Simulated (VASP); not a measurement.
Input of a VASP 6.6.1 run:

INCAR

```
PREC = Accurate
ENCUT = 520
EDIFF = 1E-7
ISMEAR = 0
SIGMA = 0.1
LREAL = False
LASPH = True
NELM = 60
ALGO = Normal
ISIF = 2
LWAVE = False
LCHARG = True
GGA = PE
LELF = True
LVHAR = True
NBANDS = 21
```

Contents of KPOINTS:

```
regular mesh
0
Gamma
  12 12 12
```

POSCAR

```
Sn
1.0
    0.0000000000      3.3273247541      3.3273247541
    3.3273247541      0.0000000000      3.3273247541
    3.3273247541      3.3273247541      0.0000000000
Sn
2
Direct
    0.0000000000      0.0000000000      0.0000000000
    0.2500000000      0.2500000000      0.2500000000
```

Potentials or basis: VASP PAW PBE potentials, release 64 (Sn_d).

Launch:

```console
$ cat potpaw_PBE.64/Sn_d/POTCAR > POTCAR
$ mpirun -np 1 vasp_std > vasp.out
```

Q: Predict the band gap on the k mesh.

A: Zero (band 14 reaches 4.96 eV, above the bottom of band 15 at 4.73 eV).

Q: What does it give for the pressure?

A: 0.0 GPa.

Caveat: spin-orbit coupling is left out, which moves the levels of the heavy elements.
